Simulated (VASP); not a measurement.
# AlN (Fm-3m) in VASP: further runs, part 2 of 2

VASP 6.6.1. The steps go on from the part before.

## (3) Single point, PBE (Ga replaced by Al, lengths x 0.997, strained)

The input, INCAR:

```
SYSTEM = AlN
  PREC = Accurate
  ENCUT = 600
  EDIFF = 1E-6
  ISMEAR = 0
  SIGMA = 0.02
  LREAL = .FALSE.
  LASPH = .TRUE.
  NELM = 120
  ALGO = Normal
  ISIF = 2
  LWAVE = .FALSE.
  LCHARG = .FALSE.
  GGA = PE
  NBANDS = 11
  GGA_COMPAT = .FALSE.
```

The input, KPOINTS:

```
Automatic mesh
0
G
  10 10 10
  0 0 0
```

The input, POSCAR:

```
AlN
1.0
    0.0000000000      2.2334090782      2.2334090782
    2.2334090782      0.0000000000      2.2334090782
    2.2334090782      2.2334090782      0.0000000000
Al N
1 1
Direct
    0.0000000000      0.0000000000      0.0000000000
    0.5000000000      0.5000000000      0.5000000000
```

Potentials or basis: VASP PAW PBE potentials, release 64 (Al, N).

Run with:

```console
cat potpaw_PBE.64/Al/POTCAR potpaw_PBE.64/N/POTCAR > POTCAR
mpirun -np 1 vasp_std > vasp.out
```

OUTCAR:

```text
SYSTEM = AlN
   PREC = Accurate
   ENCUT = 600
   EDIFF = 1E-6
   ISMEAR = 0
   LREAL = .FALSE.
   LASPH = .TRUE.
   NELM = 120
   ISIF = 2
   GGA = PE

 ion  position               nearest neighbor table
   1  0.000  0.000  0.000-   2 2.23   2 2.23   2 2.23   2 2.23   2 2.23   2 2.23
   2  0.500  0.500  0.500-   1 2.23   1 2.23   1 2.23   1 2.23   1 2.23   1 2.23

  LATTYP: Found a face centered cubic cell.
 ALAT       =     4.4668181564

  Lattice vectors:

 A1 = (   0.0000000000,   2.2334090782,   2.2334090782)
 A2 = (   2.2334090782,   0.0000000000,   2.2334090782)
 A3 = (   2.2334090782,   2.2334090782,   0.0000000000)

Analysis of symmetry for initial positions (statically):
=====================================================================
 Subroutine PRICEL returns:
 Original cell was already a primitive cell.

 Routine SETGRP: Setting up the symmetry group for a
 face centered cubic supercell.

 Subroutine GETGRP returns: Found 48 space group operations
 (whereof 48 operations were pure point group operations)
 out of a pool of 48 trial point group operations.

The static configuration has the point symmetry O_h .

Analysis of symmetry for dynamics (positions and initial velocities):
=====================================================================
 Subroutine PRICEL returns:
 Original cell was already a primitive cell.

 Routine SETGRP: Setting up the symmetry group for a
 face centered cubic supercell.

 Subroutine GETGRP returns: Found 48 space group operations
 (whereof 48 operations were pure point group operations)
 out of a pool of 48 trial point group operations.

The dynamic configuration has the point symmetry O_h .

 Subroutine INISYM returns: Found 48 space group operations
 (whereof 48 operations are pure point group operations),
 and found     1 'primitive' translations

----------------------------------------------------------------------------------------

                                     Primitive cell

  volume of cell :      22.2810

  direct lattice vectors                    reciprocal lattice vectors
     0.000000000  2.233409078  2.233409078    -0.223873004  0.223873004  0.223873004
     2.233409078  0.000000000  2.233409078     0.223873004 -0.223873004  0.223873004
     2.233409078  2.233409078  0.000000000     0.223873004  0.223873004 -0.223873004

  length of vectors
     3.158517409  3.158517409  3.158517409     0.387759418  0.387759418  0.387759418

  position of ions in fractional coordinates (direct lattice)
     0.000000000  0.000000000  0.000000000
     0.500000000  0.500000000  0.500000000

  ion indices of the primitive-cell ions
   primitive index   ion index
                 1           1
                 2           2

----------------------------------------------------------------------------------------

 KPOINTS: Automatic mesh

Automatic generation of k-mesh.
 Grid dimensions read from file:
 generate k-points for:   10   10   10

 Generating k-lattice:

  Cartesian coordinates                     Fractional coordinates (reciprocal lattice)
    -0.022387300  0.022387300  0.022387300     0.100000000  0.000000000  0.000000000
     0.022387300 -0.022387300  0.022387300     0.000000000  0.100000000  0.000000000
     0.022387300  0.022387300 -0.022387300     0.000000000  0.000000000  0.100000000

  Length of vectors
     0.038775942  0.038775942  0.038775942

  Shift w.r.t. Gamma in fractional coordinates (k-lattice)
     0.000000000  0.000000000  0.000000000

 Subroutine IBZKPT returns following result:
 ===========================================

 Found     47 irreducible k-points:

 Following reciprocal coordinates:
            Coordinates               Weight
  0.000000  0.000000  0.000000      1.000000
  0.100000  0.000000  0.000000      8.000000
  0.200000  0.000000  0.000000      8.000000
  0.300000  0.000000  0.000000      8.000000
  0.400000  0.000000  0.000000      8.000000
  0.500000  0.000000  0.000000      4.000000
[... 16 lines left out ...]
  0.300000  0.300000  0.000000      6.000000
  0.400000  0.300000  0.000000     24.000000
 [... further k-points ...]
   k-points           NKPTS =     47   k-points in BZ     NKDIM =     47   number of bands    NBANDS=     11
   number of dos      NEDOS =    301   number of ions     NIONS =      2
   total plane-waves  NPLWV =  21952
   dimension x,y,z NGX =    28 NGY =   28 NGZ =   28
   dimension x,y,z NGXF=    56 NGYF=   56 NGZF=   56
   ions per type =               1   1
   NGX,Y,Z   is equivalent  to a cutoff of  14.74, 14.74, 14.74 a.u.
   NGXF,Y,Z  is equivalent  to a cutoff of  29.48, 29.48, 29.48 a.u.
 SYSTEM =  AlN
   PREC   = accura    normal or accurate (medium, high low for compatibility)
   ISTART =      0    job   : 0-new  1-cont  2-samecut
   ICHARG =      2    charge: 1-file 2-atom 10-const
   ISPIN  =      1    spin polarized calculation?
   LNONCOLLINEAR =      F non collinear calculations
   LSORBIT =      F    spin-orbit coupling
   LASPH  =      T    aspherical Exc in radial PAW
   ENCUT  =  600.0 eV  44.10 Ry    6.64 a.u.   6.31  6.31  6.31*2*pi/ulx,y,z
   NELM   =    120;   NELMIN=  2; NELMDL= -5     # of ELM steps
   EDIFF  = 0.1E-05   stopping-criterion for ELM
   LREAL  =      F    real-space projection
   EDIFFG = 0.1E-04   stopping-criterion for IOM
   NSW    =      0    number of steps for IOM
   IBRION =     -1    ionic relax: 0-MD 1-quasi-New 2-CG
   NFREE  =      0    steps in history (QN), initial steepest desc. (CG)
   ISIF   =      2    stress and relaxation
   ISYM   =      2    0-nonsym 1-usesym 2-fastsym
   POTIM  = 0.5000    time-step for ionic-motion
   TEBEG  =    0.0;   TEEND  =   0.0 temperature during run
   PSTRESS=    0.0 pullay stress
   NELECT =       8.0000    total number of electrons
   NUPDOWN=      -1.0000    fix difference up-down
   EMIN   =  10.00;   EMAX   =-10.00  energy-range for DOS
   EFERMI =   0.00;   METHOD = LEGACY
   ISMEAR =     0;   SIGMA  =   0.02  broadening in eV -4-tet -1-fermi 0-gaus
   EFERMI_NEDOS =   21; number of points for ismear=-14 and -15
   IALGO  =     38    algorithm
   IMIX   =      4    mixing-type and parameters
     AMIX     =   0.40;   BMIX     =  1.00
     AMIX_MAG =   1.60;   BMIX_MAG =  1.00
  volume/ion in A,a.u.               =      11.14        75.18
  Fermi-wavevector in a.u.,A,eV,Ry     =   1.163572  2.198832 18.420921  1.353900
  Thomas-Fermi vector in A             =   2.300120
   LORBIT       =      0    0 simple, 1 ext, 2 COOP (PROOUT), +10 PAW based schemes
   GGA     = PE    functional components
   LHFCALC =     F    Hartree Fock is set to
   AEXX    =    0.0000 exact exchange contribution
   IVDW    =     0    specifies the selected vdW correction
   LEPSILON=     F    determine dielectric tensor
   LRPA    =     F    only Hartree local field effects (RPA)
 non-spin polarized calculation
 Gauss-broadening in eV      SIGMA  =   0.02
  energy-cutoff  :      600.00
  volume of cell :       22.28
 maximum number of plane-waves:       757
 NGX is ok and might be reduce to    28
   NGX = 13   NGY = 13   NGZ = 13

 number of electron       8.0000000 magnetization

 Free energy of the ion-electron system (eV)
  ---------------------------------------------------
  ext. energy  EPLUGINS =         0.00000000
  ---------------------------------------------------
  free energy    TOTEN  =       -13.69532753 eV

  energy without entropy =      -13.69532753  energy(sigma->0) =      -13.69532753

 E-fermi :   6.7196     XC(G=0): -10.9607

 val. band max:        6.5312284875   @ k =   0.0000   0.0000   0.0000
 cond. band min:       8.5183005018   @ k =   0.0000   0.0000   0.0000
 fundamental gap:      1.9870720144
 Fermi energy:         6.7195602562

 k-point     1 :       0.0000    0.0000    0.0000
  band No.  band energies     occupation
      1      -8.6289      2.00000
      2       6.5312      2.00000
      3       6.5312      2.00000
      4       6.5312      2.00000
      5       8.5183      0.00000
      6      17.7038      0.00000
      7      17.7038      0.00000
      8      17.7038      0.00000
      9      20.7737      0.00000
     10      20.7737      0.00000
     11      20.7737      0.00000
[... 309 lines left out ...]
 k-point    24 :       0.4000    0.3000    0.0000
  band No.  band energies     occupation
      1      -6.5568      2.00000
      2       1.7602      2.00000
      3       4.4583      2.00000
      4       4.8510      2.00000
      5      10.2159      0.00000
      6      13.2025      0.00000
      7      15.6943      0.00000
      8      18.6646      0.00000
      9      19.1405      0.00000
     10      25.2786      0.00000
     11      27.1925      0.00000

 [... further k-points ...]
[... 5 lines left out ...]
  --------------------------------------------------------------------------------------
  -------------------------------------------------------------------------------------
  Total       -5.5308453     -5.5308453     -5.5308453      0.0000000     -0.0000000      0.0000000
  in kB     -397.7106927   -397.7106927   -397.7106927      0.0000000     -0.0000000      0.0000000
  external PRESSURE =    -397.7106927 kB  Pullay stress =       0.0000000 kB

 VOLUME and BASIS-vectors are now :
 -----------------------------------------------------------------------------
  energy-cutoff  :      600.00
  volume of cell :       22.28
      direct lattice vectors                 reciprocal lattice vectors
     0.000000000  2.233409078  2.233409078    -0.223873004  0.223873004  0.223873004
     2.233409078  0.000000000  2.233409078     0.223873004 -0.223873004  0.223873004
     2.233409078  2.233409078  0.000000000     0.223873004  0.223873004 -0.223873004

 POSITION                                       TOTAL-FORCE (eV/Angst)
 -----------------------------------------------------------------------------------
      0.00000      0.00000      0.00000         0.000000      0.000000      0.000000
      2.23341      2.23341      2.23341        -0.000000     -0.000000     -0.000000
 -----------------------------------------------------------------------------------
    total drift:                                0.000000      0.000000      0.000000

  FREE ENERGIE OF THE ION-ELECTRON SYSTEM (eV)
  ---------------------------------------------------
  free  energy   TOTEN  =       -13.6953275252 eV

  energy  without entropy=      -13.6953275252  energy(sigma->0) =      -13.69532753
```

Run time: 21 s. Hardware: 1 thread of AMD EPYC 7R43 (Zen 3), shared host; peak memory 0.12 GiB.

What came out:

```
Free energy            : -13.6953 eV
Pressure               : -39.8 GPa
Band gap on the k mesh : 1.99 eV, direct
```

Levels at points of the mesh, in eV from the valence-band top:
```tsv
k point	band 1	band 2	band 3	band 4	band 5	band 6	band 7	band 8	band 9
(0.00, 0.00, 0.00)	-15.16	0.00	0.00	0.00	1.99	11.17	11.17	11.17	14.24
(0.50, 0.00, 0.00)	-12.98	-6.63	-0.62	-0.62	4.41	8.77	8.77	9.10	13.37
(0.50, 0.50, 0.00)	-12.38	-5.57	-2.10	-2.10	2.08	5.63	10.74	13.02	13.02
```

Caveat: the cell differs from its parent crystal (Ga replaced by Al, lengths x 0.997, strained).
